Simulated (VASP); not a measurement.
# SiC (F-43m) in VASP: further runs, part 2 of 2

VASP 6.6.1.

**4. Single point, PBEsol**

This run uses another cell than the first one: it holds 6 atoms, not 2.

INCAR reads:

```
PREC = Accurate
ENCUT = 520
EDIFF = 1E-6
ISMEAR = 0
SIGMA = 0.05
LREAL = False
LASPH = True
NELM = 80
ALGO = Normal
ISIF = 2
LWAVE = False
LCHARG = False
GGA = PS
NBANDS = 21
```

KPOINTS reads:

```
Automatic mesh
0
Gamma
  12 12 4
```

POSCAR reads:

```
SiC
1.0
    3.0807515649      0.0000000000      0.0000000000
   -1.5403757825      2.6680091180      0.0000000000
    0.0000000000      0.0000000000      7.5462693584
Si C
3 3
Direct
    0.0000000000      0.0000000000      0.0000000000
    0.3333333333      0.6666666667      0.3333333333
    0.6666666667      0.3333333333      0.6666666667
    0.6666666667      0.3333333333      0.4166666667
    0.3333333333      0.6666666667      0.0833333333
    1.0000000000      0.0000000000      0.7500000000
```

Potentials or basis: VASP PAW PBE potentials, release 64 (Si, C).

The run is started by

```
$ cat potpaw_PBE.64/Si/POTCAR potpaw_PBE.64/C/POTCAR > POTCAR
$ mpirun -np 1 vasp_std > vasp.out
```

OUTCAR:

```text
PREC = Accurate
   ENCUT = 520
   EDIFF = 1E-6
   ISMEAR = 0
   LREAL = False
   LASPH = True
   NELM = 80
   ISIF = 2
   GGA = PS

 ion  position               nearest neighbor table
   1  0.000  0.000  0.000-   5 1.89   5 1.89   6 1.89   5 1.89   3 3.08   2 3.08   2 3.08   3 3.08
                             2 3.08   3 3.08
   2  0.333  0.667  0.333-   4 1.89   5 1.89   4 1.89   4 1.89   1 3.08   1 3.08   1 3.08   3 3.08
                             3 3.08   3 3.08
   3  0.667  0.333  0.667-   6 1.89   6 1.89   4 1.89   6 1.89   1 3.08   1 3.08   1 3.08   2 3.08
                             2 3.08   2 3.08
   4  0.667  0.333  0.417-   2 1.89   3 1.89   2 1.89   2 1.89
   5  0.333  0.667  0.083-   1 1.89   1 1.89   2 1.89   1 1.89
   6  0.000  0.000  0.750-   3 1.89   3 1.89   1 1.89   3 1.89

  LATTYP: Found a hexagonal cell.
 ALAT       =     3.0807515649
 C/A-ratio  =     2.4494897428

  Lattice vectors:

 A1 = (   3.0807515649,   0.0000000000,   0.0000000000)
 A2 = (  -1.5403757825,   2.6680091180,   0.0000000000)
 A3 = (   0.0000000000,   0.0000000000,   7.5462693584)

Analysis of symmetry for initial positions (statically):
=====================================================================
 Subroutine PRICEL returns following result:

  LATTYP: Found a face centered cubic cell.
 ALAT       =     4.3568406450

  Lattice vectors:

 A1 = (   1.5403757823,  -0.8893363726,   2.5154231192)
 A2 = (  -0.0000000002,   1.7786727454,   2.5154231192)
 A3 = (  -1.5403757821,  -0.8893363728,   2.5154231200)

   3 primitive cells build up your supercell.

 Routine SETGRP: Setting up the symmetry group for a
 hexagonal supercell.

 Subroutine GETGRP returns: Found  6 space group operations
 (whereof  6 operations were pure point group operations)
 out of a pool of 24 trial point group operations.

The static configuration has the point symmetry C_3v.

Analysis of symmetry for dynamics (positions and initial velocities):
=====================================================================
 Subroutine PRICEL returns following result:

  LATTYP: Found a face centered cubic cell.
 ALAT       =     4.3568406450

  Lattice vectors:

 A1 = (   1.5403757823,  -0.8893363726,   2.5154231192)
 A2 = (  -0.0000000002,   1.7786727454,   2.5154231192)
 A3 = (  -1.5403757821,  -0.8893363728,   2.5154231200)

   3 primitive cells build up your supercell.

 Routine SETGRP: Setting up the symmetry group for a
 hexagonal supercell.

 Subroutine GETGRP returns: Found  6 space group operations
 (whereof  6 operations were pure point group operations)
 out of a pool of 24 trial point group operations.

The dynamic configuration has the point symmetry C_3v.

 Subroutine INISYM returns: Found  6 space group operations
 (whereof  6 operations are pure point group operations),
 and found     3 'primitive' translations

----------------------------------------------------------------------------------------

[... 22 lines left out ...]

 KPOINTS: Automatic mesh

Automatic generation of k-mesh.
 Grid dimensions read from file:
 generate k-points for:   12   12    4

 Generating k-lattice:

  Cartesian coordinates                     Fractional coordinates (reciprocal lattice)
     0.027049677  0.015617138  0.000000000     0.083333333  0.000000000  0.000000000
     0.000000000  0.031234276  0.000000000     0.000000000  0.083333333  0.000000000
     0.000000000  0.000000000  0.033128953     0.000000000  0.000000000  0.250000000

  Length of vectors
     0.031234276  0.031234276  0.033128953

  Shift w.r.t. Gamma in fractional coordinates (k-lattice)
     0.000000000  0.000000000  0.000000000

 Subroutine IBZKPT returns following result:
 ===========================================

 Found     69 irreducible k-points:

 Following reciprocal coordinates:
            Coordinates               Weight
  0.000000  0.000000  0.000000      1.000000
  0.083333  0.000000  0.000000      6.000000
  0.166667  0.000000  0.000000      6.000000
  0.250000  0.000000  0.000000      6.000000
  0.333333  0.000000  0.000000      6.000000
  0.416667  0.000000  0.000000      6.000000
[... 16 lines left out ...]
  0.166667  0.000000  0.250000      6.000000
  0.000000  0.166667  0.250000      6.000000
 [... further k-points ...]
   k-points           NKPTS =     69   k-points in BZ     NKDIM =     69   number of bands    NBANDS=     21
   number of dos      NEDOS =    301   number of ions     NIONS =      6
   total plane-waves  NPLWV =  32256
   dimension x,y,z NGX =    24 NGY =   24 NGZ =   56
   dimension x,y,z NGXF=    48 NGYF=   48 NGZF=  112
   ions per type =               3   3
   NGX,Y,Z   is equivalent  to a cutoff of  12.95, 12.95, 12.34 a.u.
   NGXF,Y,Z  is equivalent  to a cutoff of  25.90, 25.90, 24.67 a.u.
 SYSTEM =  unknown system
   PREC   = accura    normal or accurate (medium, high low for compatibility)
   ISTART =      0    job   : 0-new  1-cont  2-samecut
   ICHARG =      2    charge: 1-file 2-atom 10-const
   ISPIN  =      1    spin polarized calculation?
   LNONCOLLINEAR =      F non collinear calculations
   LSORBIT =      F    spin-orbit coupling
   LASPH  =      T    aspherical Exc in radial PAW
   ENCUT  =  520.0 eV  38.22 Ry    6.18 a.u.   5.73  5.73 14.03*2*pi/ulx,y,z
   NELM   =     80;   NELMIN=  2; NELMDL= -5     # of ELM steps
   EDIFF  = 0.1E-05   stopping-criterion for ELM
   LREAL  =      F    real-space projection
[... 7 lines left out ...]
   TEBEG  =    0.0;   TEEND  =   0.0 temperature during run
   PSTRESS=    0.0 pullay stress
   NELECT =      24.0000    total number of electrons
   NUPDOWN=      -1.0000    fix difference up-down
   EMIN   =  10.00;   EMAX   =-10.00  energy-range for DOS
   EFERMI =   0.00;   METHOD = LEGACY
   ISMEAR =     0;   SIGMA  =   0.05  broadening in eV -4-tet -1-fermi 0-gaus
   EFERMI_NEDOS =   21; number of points for ismear=-14 and -15
   IALGO  =     38    algorithm
   IMIX   =      4    mixing-type and parameters
     AMIX     =   0.40;   BMIX     =  1.00
     AMIX_MAG =   1.60;   BMIX_MAG =  1.00
  volume/ion in A,a.u.               =      10.34        69.76
  Fermi-wavevector in a.u.,A,eV,Ry     =   1.192943  2.254336 19.362639  1.423114
  Thomas-Fermi vector in A             =   2.328970
   LORBIT       =      0    0 simple, 1 ext, 2 COOP (PROOUT), +10 PAW based schemes
   GGA     = PS    functional components
   LHFCALC =     F    Hartree Fock is set to
   AEXX    =    0.0000 exact exchange contribution
   IVDW    =     0    specifies the selected vdW correction
   LEPSILON=     F    determine dielectric tensor
   LRPA    =     F    only Hartree local field effects (RPA)
 non-spin polarized calculation
 Gauss-broadening in eV      SIGMA  =   0.05
  energy-cutoff  :      520.00
  volume of cell :       62.03
 maximum number of plane-waves:      1688
 NGX is ok and might be reduce to    24

 number of electron      24.0000000 magnetization

 Free energy of the ion-electron system (eV)
  ---------------------------------------------------
  ext. energy  EPLUGINS =         0.00000000
  ---------------------------------------------------
  free energy    TOTEN  =       -47.74534543 eV

  energy without entropy =      -47.74534543  energy(sigma->0) =      -47.74534543

 E-fermi :   8.2908     XC(G=0): -11.5084

 val. band max:        8.0655816771   @ k =   0.0000   0.0000   0.0000
 cond. band min:       9.2985517956   @ k =   0.5000   0.0000   0.0000
 fundamental gap:      1.2329701184
 Fermi energy:         8.2908488427

 k-point     1 :       0.0000    0.0000    0.0000
  band No.  band energies     occupation
      1      -7.3649      2.00000
      2      -5.2855      2.00000
      3      -5.2855      2.00000
      4       1.8545      2.00000
      5       1.8545      2.00000
      6       7.2176      2.00000
[... 565 lines left out ...]
     20      16.4129      0.00000
     21      16.5470      0.00000

 [... further k-points ...]
[... 5 lines left out ...]
  --------------------------------------------------------------------------------------
  -------------------------------------------------------------------------------------
  Total        0.1333916      0.1333916      0.1330295     -0.0000000      0.0000000     -0.0000000
  in kB        3.4455835      3.4455835      3.4362315     -0.0000000      0.0000000     -0.0000000
  external PRESSURE =       3.4424661 kB  Pullay stress =       0.0000000 kB

 VOLUME and BASIS-vectors are now :
 -----------------------------------------------------------------------------
  energy-cutoff  :      520.00
  volume of cell :       62.03
      direct lattice vectors                 reciprocal lattice vectors
     3.080751565  0.000000000  0.000000000     0.324596118  0.187405656  0.000000000
    -1.540375782  2.668009118  0.000000000     0.000000000  0.374811313  0.000000000
     0.000000000  0.000000000  7.546269358     0.000000000  0.000000000  0.132515810

 POSITION                                       TOTAL-FORCE (eV/Angst)
 -----------------------------------------------------------------------------------
      0.00000      0.00000      0.00000        -0.000000     -0.000000      0.000017
     -0.00000      1.77867      2.51542        -0.000000     -0.000000      0.000017
      1.54038      0.88934      5.03085        -0.000000      0.000000      0.000017
      1.54038      0.88934      3.14428         0.000000     -0.000000     -0.000017
     -0.00000      1.77867      0.62886         0.000000     -0.000000     -0.000017
      0.00000      0.00000      5.65970         0.000000     -0.000000     -0.000017
 -----------------------------------------------------------------------------------
    total drift:                                0.000000     -0.000000     -0.000062

  FREE ENERGIE OF THE ION-ELECTRON SYSTEM (eV)
  ---------------------------------------------------
  free  energy   TOTEN  =       -47.7453454282 eV

  energy  without entropy=      -47.7453454282  energy(sigma->0) =      -47.74534543
```

Run time: 63 s. Hardware: 1 thread of AMD EPYC 7R13 (Zen 3), shared host; peak memory 0.18 GiB.

What came out:

```yaml
Free_energy: -47.7453 eV
Pressure: 0.3 GPa
Band_gap_on_the_k_mesh: 1.23 eV
```

Caveat: the PAW data sets were made with another functional, which shifts forces and pressure a little.

**5. Single point, PBEsol**

INCAR reads:

```
SYSTEM = SiC
ALGO = Normal
EDIFF = 1E-6
ENCUT = 520
GGA = PS
ISIF = 2
ISMEAR = 0
LASPH = .TRUE.
LCHARG = .FALSE.
LREAL = .FALSE.
LWAVE = .FALSE.
NBANDS = 11
NELM = 60
PREC = Accurate
SIGMA = 0.01
```

KPOINTS reads:

```
k-points
0
G
  10 10 10
  0 0 0
```

POSCAR reads:

```
SiC
1.0
    0.0000000000      2.1784203175      2.1784203175
    2.1784203175      0.0000000000      2.1784203175
    2.1784203175      2.1784203175      0.0000000000
Si C
1 1
Direct
    0.0000000000      0.0000000000      0.0000000000
    0.2500000000      0.2500000000      0.2500000000
```

The run is started by

```
$ cat potpaw_PBE.64/Si/POTCAR potpaw_PBE.64/C/POTCAR > POTCAR
$ mpirun -np 1 vasp_std > vasp.out
```

It took 4.1 s on 1 thread of Intel Xeon 6975P-C, shared host; peak memory 0.14 GiB.

It converged, with:

```yaml
Free_energy: -15.9150 eV
Pressure: 0.4 GPa
Band_gap_on_the_k_mesh: 1.23 eV, indirect (least direct gap 4.44 eV)
```

Levels at points of the mesh, in eV from the valence-band top:
```
           k point  band 1  band 2  band 3  band 4  band 5  band 6  band 7  band 8  band 9
(0.00, 0.00, 0.00)  -15.43    0.00    0.00    0.00    6.20    7.25    7.25    7.25   14.46
(0.50, 0.00, 0.00)  -11.82   -8.60   -1.06   -1.06    5.38    7.14    7.14    9.92   16.02
(0.50, 0.50, 0.00)  -10.36   -7.84   -3.21   -3.21    1.23    4.20   13.96   13.96   14.70
```

Caveat: the PAW data sets were made with another functional, which shifts forces and pressure a little.

**6. Relaxation of cell and atoms, PBEsol**

INCAR reads:

```
SYSTEM = SiC
PREC = Accurate ; ENCUT = 600
EDIFF = 1E-6 ; ISMEAR = 0
SIGMA = 0.01 ; LREAL = .FALSE.
LASPH = .TRUE. ; NELM = 100
ALGO = Normal ; ISIF = 3
LWAVE = .FALSE. ; LCHARG = .FALSE.
GGA = PS ; IBRION = 2
NSW = 80 ; EDIFFG = -0.001
```

KPOINTS reads:

```
Automatic mesh
0
G
  10 10 10
  0 0 0
```

POSCAR is that of step 5.

Potentials or basis: VASP PAW PBE potentials, release 64 (Si, C).

The run is started by

```
$ cat potpaw_PBE.64/Si/POTCAR potpaw_PBE.64/C/POTCAR > POTCAR
$ mpirun -np 1 vasp_std > vasp.out
```

Wall time 12 s (1 thread of Intel Xeon 6975P-C, shared host); peak memory 0.15 GiB.

Results (log left out):

```yaml
Free_energy: -15.9161 eV
Relaxed_volume: 10.35 Å³/atom
Relaxed_cell: a = 3.082 Å, b = 3.082 Å, c = 3.082 Å, α = 60.00°, β = 60.00°, γ = 60.00°
Space_group_after_relaxing_to_0.05_Å: F-43m (No. 216)
Energy_gained_by_relaxing: 0.0 meV/atom
Ionic_steps: 3
Pressure_after_relaxing: 0.0 GPa
Band_gap_on_the_k_mesh: 1.23 eV, indirect (least direct gap 4.44 eV)
```

Final structure:
```yaml
crystal:
  lattice:
    - [0.00000, 2.17914, 2.17914]
    - [2.17914, 0.00000, 2.17914]
    - [2.17914, 2.17914, 0.00000]
  atoms:
    - { symbol: Si, position: [0.00000, 0.00000, 0.00000] }
    - { symbol: C, position: [0.25000, 0.25000, 0.25000] }
```

Levels at points of the mesh, in eV from the valence-band top:
| k point | band 1 | band 2 | band 3 | band 4 | band 5 | band 6 | band 7 | band 8 |
| --- | --- | --- | --- | --- | --- | --- | --- | --- |
| (0.00, 0.00, 0.00) | -15.42 | 0.00 | 0.00 | 0.00 | 6.18 | 7.24 | 7.24 | 7.24 |
| (0.50, 0.00, 0.00) | -11.82 | -8.60 | -1.06 | -1.06 | 5.37 | 7.14 | 7.14 | 9.91 |
| (0.50, 0.50, 0.00) | -10.36 | -7.83 | -3.21 | -3.21 | 1.23 | 4.20 | 13.95 | 13.95 |

Caveat: the PAW data sets were made with another functional, which shifts forces and pressure a little. A k mesh can miss the band edges.

**7. Overview**

```tsv
task	cell	k mesh	cutoff (eV)	smearing	gap on the mesh (eV)	pressure (GPa)
single point	a = 3.081 Å, angles 60.0°, 2 atoms	10 × 10 × 10	520	gaussian 0.02 eV	1.23	0.4
relaxation of cell and atoms	relaxed from a = 3.082 Å, angles 60.0°, 2 atoms	10 × 10 × 10	600	gaussian 0.02 eV	1.23	0.0
single point	a = 3.081, b = 3.081, c = 7.546 Å, angles 90.0, 90.0, 120.0°, 6 atoms	12 × 12 × 4	520	gaussian 0.05 eV	1.23	0.3
single point	a = 3.081 Å, angles 60.0°, 2 atoms	10 × 10 × 10	520	gaussian 0.01 eV	1.23	0.4
relaxation of cell and atoms	relaxed from a = 3.081 Å, angles 60.0°, 2 atoms	10 × 10 × 10	600	gaussian 0.01 eV	1.23	0.0
```

Alike in all rows: level PBEsol; potentials or basis VASP PAW PBE potentials, release 64 (Si, C); no spin polarisation.

Caveats: the PAW data sets were made with another functional, which shifts forces and pressure a little; the relaxation stopped at its first step, so nothing moved (some runs).

Absolute energies hang on the potentials; compare differences alone.

**8. Comparison with measurements**

Step 2. Measured gap of SiC: 2.4 eV (indirect; quoted in “Insight into the structural, elastic and electronic properties of a new orthorhombic 6O-SiC polytype”, 2020, pmc:7200658). This calculation gives 1.23 eV (-1.17 eV). The value is that of PBEsol on a finite k mesh, which can miss the band edges, without temperature or zero-point motion. Semilocal functionals fall short of measured gaps as a rule.

Step 4. A measured gap of SiC is 2.4 eV (indirect; quoted in “Insight into the structural, elastic and electronic properties of a new orthorhombic 6O-SiC polytype”, 2020, pmc:7200658); the calculated 1.23 eV misses it by -1.17 eV. The value is that of PBEsol on a finite k mesh, which can miss the band edges, without temperature or zero-point motion. Semilocal functionals fall short of measured gaps as a rule.
